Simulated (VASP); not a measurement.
# YS (Fm-3m) in VASP: further runs

The runs below take YS through electric field gradients, with LDA.

Everything below comes from runs of VASP 6.6.1. Logs are shortened: lines on timing, memory, paths and dates and some standing lists are left out, and cuts for length are marked.

## (1) The cell of the first run

It takes space group Fm-3m (No. 225, cubic). Conventional cell: a = 5.413 Å, b = 5.413 Å, c = 5.413 Å, α = 90.00°, β = 90.00°, γ = 90.00°. Within 3.6 Å of Y (site symmetry m-3m) lie 6 S at 2.71 Å. Within 3.6 Å of S (site symmetry m-3m) lie 6 Y at 2.71 Å.

## (2) Electric field gradients, LDA (19.83 Å³/atom)

INCAR

```
  PREC = Accurate
  ENCUT = 520
  EDIFF = 1E-8
  ISMEAR = -1
  SIGMA = 0.01
  LREAL = F
  LASPH = T
  NELM = 60
  ALGO = Normal
  ISIF = 2
  LWAVE = F
  LCHARG = F
  GGA = CA
  LEFG = T
  NBANDS = 16
```

KPOINTS

```
Automatic mesh
0
Gamma
  8 8 8
```

POSCAR

```
YS
1.0
    0.0000000000      2.7065691031      2.7065691031
    2.7065691031      0.0000000000      2.7065691031
    2.7065691031      2.7065691031      0.0000000000
Y S
1 1
Direct
    0.5000000000      0.5000000000      0.5000000000
    0.0000000000      0.0000000000      0.0000000000
```

Potentials or basis: VASP PAW LDA potentials, release 64 (Y_sv, S).

Launch:

```bash
$ cat potpaw_LDA.64/Y_sv/POTCAR potpaw_LDA.64/S/POTCAR > POTCAR
$ mpirun -np 1 vasp_std > vasp.out
```

OUTCAR:

```text
PREC = Accurate
   ENCUT = 520
   EDIFF = 1E-8
   ISMEAR = -1
   LREAL = F
   LASPH = T
   NELM = 60
   ISIF = 2
   GGA = CA

 ion  position               nearest neighbor table
   1  0.500  0.500  0.500-   2 2.71   2 2.71   2 2.71   2 2.71   2 2.71   2 2.71
   2  0.000  0.000  0.000-   1 2.71   1 2.71   1 2.71   1 2.71   1 2.71   1 2.71

  LATTYP: Found a face centered cubic cell.
 ALAT       =     5.4131382062

  Lattice vectors:

 A1 = (   0.0000000000,   2.7065691031,   2.7065691031)
 A2 = (   2.7065691031,   0.0000000000,   2.7065691031)
 A3 = (   2.7065691031,   2.7065691031,   0.0000000000)

Analysis of symmetry for initial positions (statically):
=====================================================================
 Subroutine PRICEL returns:
 Original cell was already a primitive cell.

 Routine SETGRP: Setting up the symmetry group for a
 face centered cubic supercell.

 Subroutine GETGRP returns: Found 48 space group operations
 (whereof 48 operations were pure point group operations)
 out of a pool of 48 trial point group operations.

The static configuration has the point symmetry O_h .

Analysis of symmetry for dynamics (positions and initial velocities):
=====================================================================
 Subroutine PRICEL returns:
 Original cell was already a primitive cell.

 Routine SETGRP: Setting up the symmetry group for a
 face centered cubic supercell.

 Subroutine GETGRP returns: Found 48 space group operations
 (whereof 48 operations were pure point group operations)
 out of a pool of 48 trial point group operations.

The dynamic configuration has the point symmetry O_h .

 Subroutine INISYM returns: Found 48 space group operations
 (whereof 48 operations are pure point group operations),
 and found     1 'primitive' translations

----------------------------------------------------------------------------------------

                                     Primitive cell

  volume of cell :      39.6540

  direct lattice vectors                    reciprocal lattice vectors
     0.000000000  2.706569103  2.706569103    -0.184735723  0.184735723  0.184735723
     2.706569103  0.000000000  2.706569103     0.184735723 -0.184735723  0.184735723
     2.706569103  2.706569103  0.000000000     0.184735723  0.184735723 -0.184735723

  length of vectors
     3.827666733  3.827666733  3.827666733     0.319971658  0.319971658  0.319971658

  position of ions in fractional coordinates (direct lattice)
     0.500000000  0.500000000  0.500000000
     0.000000000  0.000000000  0.000000000

  ion indices of the primitive-cell ions
   primitive index   ion index
                 1           1
                 2           2

----------------------------------------------------------------------------------------

 KPOINTS: Automatic mesh

Automatic generation of k-mesh.
 Grid dimensions read from file:
 generate k-points for:    8    8    8

 Generating k-lattice:

  Cartesian coordinates                     Fractional coordinates (reciprocal lattice)
    -0.023091965  0.023091965  0.023091965     0.125000000  0.000000000  0.000000000
     0.023091965 -0.023091965  0.023091965     0.000000000  0.125000000  0.000000000
     0.023091965  0.023091965 -0.023091965     0.000000000  0.000000000  0.125000000

  Length of vectors
     0.039996457  0.039996457  0.039996457

  Shift w.r.t. Gamma in fractional coordinates (k-lattice)
     0.000000000  0.000000000  0.000000000

 Subroutine IBZKPT returns following result:
 ===========================================

 Found     29 irreducible k-points:

 Following reciprocal coordinates:
            Coordinates               Weight
  0.000000  0.000000  0.000000      1.000000
  0.125000  0.000000  0.000000      8.000000
  0.250000  0.000000  0.000000      8.000000
  0.375000  0.000000  0.000000      8.000000
  0.500000  0.000000  0.000000      4.000000
  0.125000  0.125000  0.000000      6.000000
[... 16 lines left out ...]
  0.500000  0.250000  0.125000     48.000000
 -0.375000  0.250000  0.125000     24.000000
 [... further k-points ...]
   k-points           NKPTS =     29   k-points in BZ     NKDIM =     29   number of bands    NBANDS=     16
   number of dos      NEDOS =    301   number of ions     NIONS =      2
   total plane-waves  NPLWV =  21952
   dimension x,y,z NGX =    28 NGY =   28 NGZ =   28
   dimension x,y,z NGXF=    56 NGYF=   56 NGZF=   56
   ions per type =               1   1
   NGX,Y,Z   is equivalent  to a cutoff of  12.16, 12.16, 12.16 a.u.
   NGXF,Y,Z  is equivalent  to a cutoff of  24.32, 24.32, 24.32 a.u.
 SYSTEM =  unknown system
   PREC   = accura    normal or accurate (medium, high low for compatibility)
   ISTART =      0    job   : 0-new  1-cont  2-samecut
   ICHARG =      2    charge: 1-file 2-atom 10-const
   ISPIN  =      1    spin polarized calculation?
   LNONCOLLINEAR =      F non collinear calculations
   LSORBIT =      F    spin-orbit coupling
   LASPH  =      T    aspherical Exc in radial PAW
   ENCUT  =  520.0 eV  38.22 Ry    6.18 a.u.   7.12  7.12  7.12*2*pi/ulx,y,z
   NELM   =     60;   NELMIN=  2; NELMDL= -5     # of ELM steps
   EDIFF  = 0.1E-07   stopping-criterion for ELM
   LREAL  =      F    real-space projection
   EDIFFG = 0.1E-06   stopping-criterion for IOM
   NSW    =      0    number of steps for IOM
   IBRION =     -1    ionic relax: 0-MD 1-quasi-New 2-CG
   NFREE  =      0    steps in history (QN), initial steepest desc. (CG)
   ISIF   =      2    stress and relaxation
   ISYM   =      2    0-nonsym 1-usesym 2-fastsym
   POTIM  = 0.5000    time-step for ionic-motion
   TEBEG  =    0.0;   TEEND  =   0.0 temperature during run
   PSTRESS=    0.0 pullay stress
   NELECT =      17.0000    total number of electrons
   NUPDOWN=      -1.0000    fix difference up-down
   EMIN   =  10.00;   EMAX   =-10.00  energy-range for DOS
   EFERMI =   0.00;   METHOD = LEGACY
   ISMEAR =    -1;   SIGMA  =   0.01  broadening in eV -4-tet -1-fermi 0-gaus
   EFERMI_NEDOS =   21; number of points for ismear=-14 and -15
   IALGO  =     38    algorithm
   IMIX   =      4    mixing-type and parameters
     AMIX     =   0.40;   BMIX     =  1.00
     AMIX_MAG =   1.60;   BMIX_MAG =  1.00
  volume/ion in A,a.u.               =      19.83       133.80
  Fermi-wavevector in a.u.,A,eV,Ry     =   1.234417  2.332711 20.732370  1.523786
  Thomas-Fermi vector in A             =   2.369108
   LORBIT       =      0    0 simple, 1 ext, 2 COOP (PROOUT), +10 PAW based schemes
   GGA     = CA    functional components
   LHFCALC =     F    Hartree Fock is set to
   AEXX    =    0.0000 exact exchange contribution
   IVDW    =     0    specifies the selected vdW correction
   LEPSILON=     F    determine dielectric tensor
   LRPA    =     F    only Hartree local field effects (RPA)
 non-spin polarized calculation
  energy-cutoff  :      520.00
  volume of cell :       39.65
 maximum number of plane-waves:      1090
   NGX = 15   NGY = 15   NGZ = 15

 number of electron      16.9999998 magnetization

 Free energy of the ion-electron system (eV)
  ---------------------------------------------------
  ext. energy  EPLUGINS =         0.00000000
  ---------------------------------------------------
  free energy    TOTEN  =       -16.03404274 eV

  energy without entropy =      -16.03339562  energy(sigma->0) =      -16.03371918

 E-fermi :   6.9632     XC(G=0): -10.9701

 val. band max:        6.9288204334   @ k =   0.1250   0.0000   0.0000
 cond. band min:       6.9696826788   @ k =   0.3750   0.1250   0.0000
 fundamental gap:      0.0408622454
 Fermi energy:         6.9632133654

 k-point     1 :       0.0000    0.0000    0.0000
  band No.  band energies     occupation
      1     -35.9842      2.00000
      2     -16.0466      2.00000
      3     -16.0466      2.00000
      4     -16.0466      2.00000
      5      -8.1517      2.00000
      6       3.6543      2.00000
[... 8 lines left out ...]
     15      13.8932      0.00000
     16      20.0609      0.00000

 k-point     2 :       0.1250    0.0000    0.0000
  band No.  band energies     occupation
      1     -35.9787      2.00000
      2     -16.1315      2.00000
      3     -16.0523      2.00000
      4     -16.0523      2.00000
      5      -7.9527      2.00000
      6       2.8016      2.00000
[... 8 lines left out ...]
     15      14.6332      0.00000
     16      18.6621      0.00000
[... 387 lines left out ...]
      5      -7.0302      2.00000
      6       0.5440      2.00000
[... 8 lines left out ...]
     15      13.8625      0.00000
     16      15.0542      0.00000

 k-point    24 :      -0.3750    0.2500    0.1250
  band No.  band energies     occupation
      1     -35.9406      2.00000
      2     -16.4821      2.00000
      3     -16.2016      2.00000
      4     -16.1272      2.00000
      5      -6.9188      2.00000
      6       0.4322      2.00000
[... 8 lines left out ...]
     15      14.8450      0.00000
     16      14.9463      0.00000

 [... further k-points ...]
[... 5 lines left out ...]
  --------------------------------------------------------------------------------------
  -------------------------------------------------------------------------------------
  Total        0.1058505      0.1058505      0.1058505      0.0000000      0.0000000      0.0000000
  in kB        4.2767717      4.2767717      4.2767717      0.0000000      0.0000000      0.0000000
  external PRESSURE =       4.2767717 kB  Pullay stress =       0.0000000 kB

 VOLUME and BASIS-vectors are now :
 -----------------------------------------------------------------------------
  energy-cutoff  :      520.00
  volume of cell :       39.65
      direct lattice vectors                 reciprocal lattice vectors
     0.000000000  2.706569103  2.706569103    -0.184735723  0.184735723  0.184735723
     2.706569103  0.000000000  2.706569103     0.184735723 -0.184735723  0.184735723
     2.706569103  2.706569103  0.000000000     0.184735723  0.184735723 -0.184735723

 POSITION                                       TOTAL-FORCE (eV/Angst)
 -----------------------------------------------------------------------------------
      2.70657      2.70657      2.70657         0.000000      0.000000     -0.000000
      0.00000      0.00000      0.00000        -0.000000     -0.000000      0.000000
 -----------------------------------------------------------------------------------
    total drift:                                0.000000      0.000000      0.000000

  FREE ENERGIE OF THE ION-ELECTRON SYSTEM (eV)
  ---------------------------------------------------
  free  energy   TOTEN  =       -16.0340427378 eV

  energy  without entropy=      -16.0333956165  energy(sigma->0) =      -16.03371918

 Electric field gradients (V/A^2)
---------------------------------------------------------------------
 ion       V_xx      V_yy      V_zz      V_xy      V_xz      V_yz
---------------------------------------------------------------------
   1       0.000    -0.000     0.000     0.000     0.000     0.000
   2      -0.000     0.000     0.000    -0.000    -0.000    -0.000
---------------------------------------------------------------------

 Electric field gradients after diagonalization (V/A^2)
 (convention: |V_zz| > |V_xx| > |V_yy|)
----------------------------------------------------------------------
 ion       V_xx      V_yy      V_zz     asymmetry (V_yy - V_xx)/ V_zz
----------------------------------------------------------------------
   1      -0.000    -0.000     0.000       0.000
   2       0.000     0.000    -0.000       0.000
----------------------------------------------------------------------

           NMR quadrupolar parameters

 Cq : quadrupolar parameter    Cq=e*Q*V_zz/h
 eta: asymmetry parameters     (V_yy - V_xx)/ V_zz
 Q  : nuclear electric quadrupole moment in mb (millibarn)
----------------------------------------------------------------------
 ion       Cq(MHz)       eta       Q (mb)
----------------------------------------------------------------------
   1       0.000       0.000       1.000
   2      -0.000       0.000       1.000
----------------------------------------------------------------------
```

Run time: 32 s. Hardware: 1 thread of Intel Xeon 8259CL, shared host; peak memory 0.16 GiB.

What came out:

| Property | Result |
| --- | --- |
| Free energy | -16.0340 eV |
| Pressure | 0.4 GPa |
| Band gap on the k mesh | zero (an odd number of electrons rules out a gap without spin polarisation) |
| Largest electric field gradient by atom | zero within the noise of the run |

## (3) Electric field gradients, LDA (20.45 Å³/atom)

This run uses another cell than the first one, of 20.45 Å³/atom.

INCAR

```
ALGO     = Normal         # electronic algorithm
EDIFF    = 1E-8           # SCF threshold, eV
ENCUT    = 520            # plane-wave cutoff, eV
GGA      = CA             # functional
ISIF     = 2              # what is computed and relaxed
ISMEAR   = -1             # smearing method
LASPH    = T              # aspherical terms in the spheres
LCHARG   = F              # write CHGCAR
LEFG     = T            
LREAL    = F              # projectors in reciprocal space
LWAVE    = F              # write WAVECAR
NBANDS   = 16             # bands
NELM     = 60             # most SCF steps
PREC     = Accurate       # precision mode
SIGMA    = 0.01           # smearing width, eV
```

KPOINTS

```
k-points
0
Gamma
  8 8 8
```

POSCAR

```
YS
1.0
    0.0000000000      2.7344738445      2.7344738445
    2.7344738445      0.0000000000      2.7344738445
    2.7344738445      2.7344738445      0.0000000000
Y S
1 1
Direct
    0.5000000000      0.5000000000      0.5000000000
    0.0000000000      0.0000000000      0.0000000000
```

Potentials or basis: VASP PAW LDA potentials, release 64 (Y_sv, S).

Launch:

```bash
$ cat potpaw_LDA.64/Y_sv/POTCAR potpaw_LDA.64/S/POTCAR > POTCAR
$ mpirun -np 1 vasp_std > vasp.out
```

OUTCAR:

```text
EDIFF = 1E-8
   ENCUT = 520
   GGA = CA
   ISIF = 2
   ISMEAR = -1
   LASPH = T
   LREAL = F
   NELM = 60
   PREC = Accurate

 ion  position               nearest neighbor table
   1  0.500  0.500  0.500-   2 2.73   2 2.73   2 2.73   2 2.73   2 2.73   2 2.73
   2  0.000  0.000  0.000-   1 2.73   1 2.73   1 2.73   1 2.73   1 2.73   1 2.73

  LATTYP: Found a face centered cubic cell.
 ALAT       =     5.4689476890

  Lattice vectors:

 A1 = (   0.0000000000,   2.7344738445,   2.7344738445)
 A2 = (   2.7344738445,   0.0000000000,   2.7344738445)
[... 668 lines left out ...]
  ---------------------------------------------------
  free  energy   TOTEN  =       -16.0248115730 eV

  energy  without entropy=      -16.0241561478  energy(sigma->0) =      -16.02448386

 Electric field gradients (V/A^2)
---------------------------------------------------------------------
 ion       V_xx      V_yy      V_zz      V_xy      V_xz      V_yz
---------------------------------------------------------------------
   1       0.000    -0.000    -0.000    -0.000    -0.000    -0.000
   2      -0.000     0.000     0.000    -0.000    -0.000    -0.000
---------------------------------------------------------------------

 Electric field gradients after diagonalization (V/A^2)
 (convention: |V_zz| > |V_xx| > |V_yy|)
----------------------------------------------------------------------
 ion       V_xx      V_yy      V_zz     asymmetry (V_yy - V_xx)/ V_zz
----------------------------------------------------------------------
   1       0.000     0.000    -0.000       0.000
   2       0.000     0.000    -0.000       0.000
----------------------------------------------------------------------

           NMR quadrupolar parameters

 Cq : quadrupolar parameter    Cq=e*Q*V_zz/h
 eta: asymmetry parameters     (V_yy - V_xx)/ V_zz
 Q  : nuclear electric quadrupole moment in mb (millibarn)
----------------------------------------------------------------------
 ion       Cq(MHz)       eta       Q (mb)
----------------------------------------------------------------------
   1      -0.000       0.000       1.000
   2      -0.000       0.000       1.000
----------------------------------------------------------------------
```

OSZICAR:

```text
N       E                     dE             d eps       ncg     rms          rms(c)
DAV:   1     0.565996157825E+02    0.56600E+02   -0.77449E+03   928   0.955E+02
DAV:   2    -0.128417844464E+02   -0.69441E+02   -0.65269E+02  1232   0.211E+02
DAV:   3    -0.167316211637E+02   -0.38898E+01   -0.38638E+01  1448   0.371E+01
DAV:   4    -0.168298530982E+02   -0.98232E-01   -0.98207E-01  1120   0.533E+00
DAV:   5    -0.168319093687E+02   -0.20563E-02   -0.20562E-02  1312   0.648E-01    0.274E+01
DAV:   6    -0.160963592653E+02    0.73555E+00   -0.10016E+00  1104   0.635E+00    0.202E+01
DAV:   7    -0.160373783709E+02    0.58981E-01   -0.38673E-01  1376   0.388E+00    0.631E+00
DAV:   8    -0.160256197608E+02    0.11759E-01   -0.78962E-02  1104   0.176E+00    0.513E-01
DAV:   9    -0.160249140177E+02    0.70574E-03   -0.58281E-03  1048   0.503E-01    0.220E-01
DAV:  10    -0.160248291102E+02    0.84908E-04   -0.27444E-04  1160   0.136E-01    0.156E-01
DAV:  11    -0.160248181864E+02    0.10924E-04   -0.20046E-04  1136   0.954E-02    0.123E-01
DAV:  12    -0.160248115874E+02    0.65989E-05   -0.32824E-05  1128   0.427E-02    0.346E-02
DAV:  13    -0.160248119361E+02   -0.34863E-06   -0.21849E-06  1200   0.106E-02    0.146E-02
DAV:  14    -0.160248115779E+02    0.35811E-06   -0.11095E-06  1152   0.764E-03    0.667E-03
DAV:  15    -0.160248115730E+02    0.49452E-08   -0.77100E-08  1064   0.202E-03
   1 F= -.16024812E+02 E0= -.16024484E+02  d E =-.655425E-03
```

stdout:

```text
POSCAR found type information on POSCAR Y S
 POSCAR found :  2 types and       2 ions
 scaLAPACK will be used
 LDA part: xc-table for (Slater(with rela. corr.)+CA(PZ))
 , standard interpolation
 POSCAR, INCAR and KPOINTS ok, starting setup
 FFT: planning ... GRIDC
 FFT: planning ... GRID_SOFT
 FFT: planning ... GRID
 WAVECAR not read
 entering main loop
ion   1

ion   2
```

Wall time 35 s (1 thread of Intel Xeon 8259CL, shared host); peak memory 0.17 GiB.

What came out:

- Free energy: -16.0248 eV
- Pressure: -2.8 GPa
- Band gap on the k mesh: zero (an odd number of electrons rules out a gap without spin polarisation)
- Largest electric field gradient by atom: zero within the noise of the run

Levels at points of the mesh, in eV from the Fermi level:
```tsv
k point	band 5	band 6	band 7	band 8	band 9	band 10	band 11	band 12	band 13	band 14
(0.00, 0.00, 0.00)	-15.02	-3.33	-3.33	-3.33	-0.21	-0.21	-0.21	0.65	0.65	1.37
(0.50, 0.00, 0.00)	-13.66	-7.12	-5.24	-5.24	2.10	2.73	2.81	2.81	6.01	6.01
(0.50, 0.50, 0.00)	-14.38	-5.45	-4.04	-4.04	-2.38	1.91	3.23	3.86	3.86	4.15
```

[end of part 1 of 2]
